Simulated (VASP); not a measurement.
# NaF (F-43m) in VASP: G0W0 quasiparticle levels with PBE

Aim: the G0W0 quasiparticle levels of NaF with PBE.

Everything below comes from runs of VASP 6.6.1. Logs are shortened: lines on timing, memory, paths and dates and some standing lists are left out, and cuts for length are marked.

## Step 1: The cell of the first run

It takes space group F-43m (No. 216, cubic). The conventional cell has a = 4.860 Å, b = 4.860 Å, c = 4.860 Å, α = 90.00°, β = 90.00°, γ = 90.00°. Na (site symmetry -43m) has 4 F at 2.10 Å within 2.8 Å. F (site symmetry -43m) has 4 Na at 2.10 Å within 2.8 Å.

## Step 2: G0W0 quasiparticle levels, PBE

POSCAR reads:

```
NaF
1.0
    0.0000000000      2.4300108974      2.4300108974
    2.4300108974      0.0000000000      2.4300108974
    2.4300108974      2.4300108974      0.0000000000
Na F
1 1
Direct
    0.0000000000      0.0000000000      0.0000000000
    0.2500000000      0.2500000000      0.2500000000
```

INCAR.step1 reads:

```
PREC = Accurate
ENCUT = 500
EDIFF = 1E-8
ISMEAR = 0
SIGMA = 0.01
LREAL = False
LASPH = True
NELM = 100
ALGO = Normal
LWAVE = True
LCHARG = False
GGA = PE
```

INCAR.step2 reads:

```
PREC = Accurate
ENCUT = 500
EDIFF = 1E-8
ISMEAR = 0
SIGMA = 0.01
LREAL = False
LASPH = True
NELM = 1
ALGO = Exact
LWAVE = True
LCHARG = False
GGA = PE
NBANDS = 127
LOPTICS = True
ISTART = 1
```

INCAR.step3 reads:

```
PREC = Accurate
ENCUT = 500
EDIFF = 1E-8
ISMEAR = 0
SIGMA = 0.01
LREAL = False
LASPH = True
ALGO = EVGW0
LWAVE = False
LCHARG = False
GGA = PE
NELMGW = 1
NBANDS = 127
ENCUTGW = 150.0
NOMEGA = 96
PRECFOCK = Fast
ISTART = 1
NBANDSGW = 16
OMEGAMAX = 20
```

KPOINTS reads:

```
Automatic mesh
0
Gamma
  6 6 6
```

Potentials or basis: VASP PAW PBE potentials, release 64 (Na_sv_GW, F_GW).

Run with:

```
$ cat potpaw_PBE.64/Na_sv_GW/POTCAR potpaw_PBE.64/F_GW/POTCAR > POTCAR
$ cp INCAR.step1 INCAR
$ mpirun -np 1 vasp_std > vasp.out
$ cp INCAR.step2 INCAR
$ mpirun -np 1 vasp_std > vasp.out
$ cp INCAR.step3 INCAR
$ mpirun -np 1 vasp_std > vasp.out
```

OUTCAR:

```text
PREC = Accurate
   ENCUT = 500
   EDIFF = 1E-8
   ISMEAR = 0
   LREAL = False
   LASPH = True
   GGA = PE
   NELMGW = 1
   ENCUTGW = 150.0
   PRECFOCK = Fast
   ISTART = 1

 ion  position               nearest neighbor table
   1  0.000  0.000  0.000-   2 2.10   2 2.10   2 2.10   2 2.10
   2  0.250  0.250  0.250-   1 2.10   1 2.10   1 2.10   1 2.10

  LATTYP: Found a face centered cubic cell.
 ALAT       =     4.8600217948

  Lattice vectors:

 A1 = (   0.0000000000,   2.4300108974,   2.4300108974)
 A2 = (   2.4300108974,   0.0000000000,   2.4300108974)
 A3 = (   2.4300108974,   2.4300108974,   0.0000000000)

Analysis of symmetry for initial positions (statically):
=====================================================================
 Subroutine PRICEL returns:
 Original cell was already a primitive cell.

 Routine SETGRP: Setting up the symmetry group for a
 face centered cubic supercell.

 Subroutine GETGRP returns: Found 24 space group operations
 (whereof 24 operations were pure point group operations)
 out of a pool of 48 trial point group operations.

The static configuration has the point symmetry T_d .

Analysis of symmetry for dynamics (positions and initial velocities):
=====================================================================
 Subroutine PRICEL returns:
 Original cell was already a primitive cell.

 Routine SETGRP: Setting up the symmetry group for a
 face centered cubic supercell.

 Subroutine GETGRP returns: Found 24 space group operations
 (whereof 24 operations were pure point group operations)
 out of a pool of 48 trial point group operations.

The dynamic configuration has the point symmetry T_d .

 Subroutine INISYM returns: Found 24 space group operations
 (whereof 24 operations are pure point group operations),
 and found     1 'primitive' translations

----------------------------------------------------------------------------------------

                                     Primitive cell

  volume of cell :      28.6982

  direct lattice vectors                    reciprocal lattice vectors
     0.000000000  2.430010897  2.430010897    -0.205760394  0.205760394  0.205760394
     2.430010897  0.000000000  2.430010897     0.205760394 -0.205760394  0.205760394
     2.430010897  2.430010897  0.000000000     0.205760394  0.205760394 -0.205760394

  length of vectors
     3.436554368  3.436554368  3.436554368     0.356387457  0.356387457  0.356387457

  position of ions in fractional coordinates (direct lattice)
     0.000000000  0.000000000  0.000000000
     0.250000000  0.250000000  0.250000000

  ion indices of the primitive-cell ions
   primitive index   ion index
                 1           1
                 2           2

----------------------------------------------------------------------------------------

 KPOINTS: Automatic mesh

Automatic generation of k-mesh.
 Grid dimensions read from file:
 generate k-points for:    6    6    6

 Generating k-lattice:

  Cartesian coordinates                     Fractional coordinates (reciprocal lattice)
    -0.034293399  0.034293399  0.034293399     0.166666667  0.000000000  0.000000000
     0.034293399 -0.034293399  0.034293399     0.000000000  0.166666667  0.000000000
     0.034293399  0.034293399 -0.034293399     0.000000000  0.000000000  0.166666667

  Length of vectors
     0.059397909  0.059397909  0.059397909

  Shift w.r.t. Gamma in fractional coordinates (k-lattice)
     0.000000000  0.000000000  0.000000000

 Subroutine IBZKPT returns following result:
 ===========================================

 Found     16 irreducible k-points:

 Following reciprocal coordinates:
            Coordinates               Weight
  0.000000  0.000000  0.000000      1.000000
  0.166667  0.000000  0.000000      8.000000
  0.333333  0.000000  0.000000      8.000000
  0.500000  0.000000  0.000000      4.000000
  0.166667  0.166667  0.000000      6.000000
  0.333333  0.166667  0.000000     24.000000
[... 8 lines left out ...]
 -0.333333  0.333333  0.166667     24.000000
 -0.333333  0.500000  0.166667     12.000000
   k-points           NKPTS =     16   k-points in BZ     NKDIM =    216   number of bands    NBANDS=    127
   number of dos      NEDOS =    301   number of ions     NIONS =      2
   total plane-waves  NPLWV =  21952
   dimension x,y,z NGX =    28 NGY =   28 NGZ =   28
   dimension x,y,z NGXF=    56 NGYF=   56 NGZF=   56
   ions per type =               1   1
   NGX,Y,Z   is equivalent  to a cutoff of  13.55, 13.55, 13.55 a.u.
   NGXF,Y,Z  is equivalent  to a cutoff of  27.09, 27.09, 27.09 a.u.
 SYSTEM =  unknown system
   PREC   = accura    normal or accurate (medium, high low for compatibility)
   ISTART =      1    job   : 0-new  1-cont  2-samecut
   ICHARG =      0    charge: 1-file 2-atom 10-const
   ISPIN  =      1    spin polarized calculation?
   LNONCOLLINEAR =      F non collinear calculations
   LSORBIT =      F    spin-orbit coupling
   LASPH  =      T    aspherical Exc in radial PAW
   ENCUT  =  500.0 eV  36.75 Ry    6.06 a.u.   6.27  6.27  6.27*2*pi/ulx,y,z
   NELM   =     60;   NELMIN=  2; NELMDL=  0     # of ELM steps
   EDIFF  = 0.1E-07   stopping-criterion for ELM
   LREAL  =      F    real-space projection
   EDIFFG = 0.1E-06   stopping-criterion for IOM
   NSW    =      0    number of steps for IOM
   IBRION =     -1    ionic relax: 0-MD 1-quasi-New 2-CG
   NFREE  =      0    steps in history (QN), initial steepest desc. (CG)
   ISIF   =      0    stress and relaxation
   ISYM   =      3    0-nonsym 1-usesym 2-fastsym
   POTIM  = 0.5000    time-step for ionic-motion
   TEBEG  =    0.0;   TEEND  =   0.0 temperature during run
   PSTRESS=    0.0 pullay stress
   NELECT =      16.0000    total number of electrons
   NUPDOWN=      -1.0000    fix difference up-down
   EMIN   =  10.00;   EMAX   =-10.00  energy-range for DOS
   EFERMI =   0.00;   METHOD = LEGACY
   ISMEAR =     0;   SIGMA  =   0.01  broadening in eV -4-tet -1-fermi 0-gaus
   EFERMI_NEDOS =   21; number of points for ismear=-14 and -15
   IALGO  =     38    algorithm
   IMIX   =      4    mixing-type and parameters
     AMIX     =   0.40;   BMIX     =  1.00
     AMIX_MAG =   1.60;   BMIX_MAG =  1.00
  volume/ion in A,a.u.               =      14.35        96.83
  Fermi-wavevector in a.u.,A,eV,Ry     =   1.347400  2.546217 24.701204  1.815487
  Thomas-Fermi vector in A             =   2.475154
   LORBIT       =      0    0 simple, 1 ext, 2 COOP (PROOUT), +10 PAW based schemes
   GGA     = PE    functional components
   LHFCALC =     T    Hartree Fock is set to
   PRECFOCK=fast      Normal, Fast or Accurate (Low or Medium for compatibility)
   ENCUT4O =  -1.0   cutoff for four orbital integrals eV
   NKREDX  =     1    reduce k-point grid by
   NKREDY  =     1    reduce k-point grid by
   NKREDZ  =     1    reduce k-point grid by
   AEXX    =    1.0000 exact exchange contribution
   HFSCREEN=    0.0000 screening length (either q_TF or 0.3 A-1)
   HFSCREENC=   0.0000 screening length for correlation (either q_TF or 0.3 A-1)
   ENCUTFOCK=  -1.0 apply spherical cutoff to Coloumb kernel
   IVDW    =     0    specifies the selected vdW correction
   LEPSILON=     F    determine dielectric tensor
   LRPA    =     F    only Hartree local field effects (RPA)
   LRPAFORCE           =     F    calculate RPA forces
   ENCUTGW             = 150.0    cutoff for response function in eV
   ENCUTGWSOFT         = 120.0    soft cutoff for Coulomb kernel in GW response function in eV
   ENCUTLF             =  -1.0    cutoff for local field effects
   NELMGW              =     1    number of iterations in solving QP/BSE equation
   NELMHF              =     1    number of iterations in the inner HF iteration
   NKREDLFX            =     1    NKREDLFY  =   1   NKREDLFZ  =   1
 non-spin polarized calculation
 Gauss-broadening in eV      SIGMA  =   0.01
  energy-cutoff  :      500.00
  volume of cell :       28.70
 maximum number of plane-waves:       745
 NGX is ok and might be reduce to    28
  NGX = 16; NGY = 16; NGZ = 16
   NGX = 13   NGY = 13   NGZ = 13
 maximum number of plane-waves:       129

 QP shifts <psi_nk| G(iteration)W_0 |psi_nk>: iteration 1
 for sc-GW calculations column KS-energies equals QP-energies in previous step
 and V_xc(KS)=  KS-energies - (<T + V_ion + V_H > + <T+V_H+V_ion>^1  + <V_x>^1)

 k-point   1 :       0.0000    0.0000    0.0000
  band No.  KS-energies  QP-energies   sigma(KS)   V_xc(KS)     V^pw_x(r,r')   Z            occupation Imag(sigma)

      1     -49.3184     -59.3390     -41.5786     -29.2536     -49.1354       0.8130       2.0000       0.2328
      2     -21.6236     -26.4318     -28.6694     -22.8901     -37.0222       0.8320       2.0000       0.8821
      3     -21.2397     -27.8440     -36.1126     -28.3363     -41.4067       0.8493       2.0000       0.0328
      4     -21.2397     -27.8440     -36.1126     -28.3363     -41.4067       0.8493       2.0000       0.0328
      5     -21.2397     -27.8440     -36.1126     -28.3363     -41.4067       0.8493       2.0000       0.0328
      6      -2.7887      -5.6756     -25.5664     -21.9345     -29.8845       0.7949       2.0000       0.0446
[... 8 lines left out ...]
     15      19.5109      21.2695      -5.7658      -7.7824      -2.5812       0.8720       0.0000      -0.2582
     16      20.2760      22.2303      -5.4301      -7.6633      -2.2947       0.8751       0.0000      -0.1723

 k-point   2 :       0.1667    0.0000    0.0000
  band No.  KS-energies  QP-energies   sigma(KS)   V_xc(KS)     V^pw_x(r,r')   Z            occupation Imag(sigma)

      1     -49.3161     -59.3428     -41.5835     -29.2580     -49.1400       0.8135       2.0000       0.2318
      2     -21.8871     -27.4026     -30.7255     -24.2632     -38.1120       0.8535       2.0000       0.6526
      3     -21.2444     -27.8482     -36.1024     -28.3256     -41.3961       0.8492       2.0000       0.0339
      4     -21.2444     -27.8482     -36.1024     -28.3256     -41.3961       0.8492       2.0000       0.0339
      5     -20.9582     -26.7886     -34.0892     -26.9852     -40.3329       0.8207       2.0000       0.2616
      6      -3.0933      -6.0436     -24.7034     -20.9921     -28.8783       0.7950       2.0000       0.0444
[... 8 lines left out ...]
     15      19.3133      20.9385      -5.1414      -6.9153      -2.0301       0.9161       0.0000      -0.2944
     16      22.1363      24.2798      -6.5116      -8.9508      -3.1619       0.8788       0.0000      -0.2894

 k-point   3 :       0.3333    0.0000    0.0000
  band No.  KS-energies  QP-energies   sigma(KS)   V_xc(KS)     V^pw_x(r,r')   Z            occupation Imag(sigma)

      1     -49.3117     -59.3459     -41.5934     -29.2665     -49.1494       0.8140       2.0000       0.2298
      2     -22.1605     -28.1395     -31.2381     -24.5266     -38.3119       0.8909       2.0000       0.5900
      3     -21.2539     -27.8552     -36.0804     -28.3040     -41.3729       0.8489       2.0000       0.0362
      4     -21.2539     -27.8552     -36.0804     -28.3040     -41.3729       0.8489       2.0000       0.0362
      5     -20.6553     -26.2033     -33.6348     -26.7590     -40.1550       0.8069       2.0000       0.3135
      6      -3.5703      -6.6320     -23.8157     -19.9585     -27.8814       0.7938       2.0000       0.0461
[... 234 lines left out ...]
      1     -49.3071     -59.3714     -41.6030     -29.2752     -49.1584       0.8164       2.0000       0.2279
      2     -22.3182     -28.2851     -31.3620     -24.5655     -38.3569       0.8779       2.0000       0.5674
      3     -21.3105     -27.8915     -35.9316     -28.1529     -41.2125       0.8460       2.0000       0.0441
      4     -21.2769     -27.8683     -36.0244     -28.2456     -41.3133       0.8473       2.0000       0.0412
      5     -20.4046     -25.8971     -33.7245     -26.9174     -40.3075       0.8069       2.0000       0.3134
      6      -3.4690      -6.5298     -24.2266     -20.3708     -28.3691       0.7938       2.0000       0.0462
[... 8 lines left out ...]
     15      23.4366      25.6252      -6.3529      -8.8313      -2.9734       0.8831       0.0000      -0.3124
     16      23.8809      26.3056      -7.2240      -9.9118      -3.7648       0.9021       0.0000      -0.3735

 k-point  16 :      -0.3333    0.5000    0.1667
  band No.  KS-energies  QP-energies   sigma(KS)   V_xc(KS)     V^pw_x(r,r')   Z            occupation Imag(sigma)

      1     -49.3064     -59.3785     -41.6046     -29.2766     -49.1599       0.8170       2.0000       0.2275
      2     -22.3439     -28.3212     -31.3761     -24.5670     -38.3573       0.8778       2.0000       0.5624
      3     -21.3063     -27.8882     -35.9450     -28.1669     -41.2271       0.8462       2.0000       0.0438
      4     -21.2882     -27.8745     -35.9962     -28.2159     -41.2832       0.8465       2.0000       0.0438
      5     -20.3697     -25.8603     -33.7277     -26.9325     -40.3208       0.8080       2.0000       0.3138
      6      -3.5123      -6.5683     -24.1718     -20.3156     -28.3206       0.7925       2.0000       0.0469
[... 8 lines left out ...]
     15      22.8518      24.8774      -5.9976      -8.3274      -2.6441       0.8695       0.0000      -0.2376
     16      24.7111      27.1885      -6.9536      -9.6937      -3.5077       0.9041       0.0000      -0.3783
```

Run time: 7.8 min. Hardware: 1 thread of Intel Xeon 6975P-C (Granite Rapids), shared host; peak memory 0.63 GiB.

Results:

```yaml
Quasiparticle_gap: 10.24 eV
Least_direct_quasiparticle_gap: 10.24 eV
Band_gap_of_the_starting_levels_on_the_mesh: 6.06 eV
Least_direct_gap_of_the_starting_levels_on_the_mesh: 6.06 eV
```

Caveat: the k points lie up to 0.37 Å⁻¹ apart; bands, screening cutoff and mesh are small and nothing is extrapolated, so the quasiparticle values aren't converged; the structure was generated, so it needn't be the stable form of NaF.
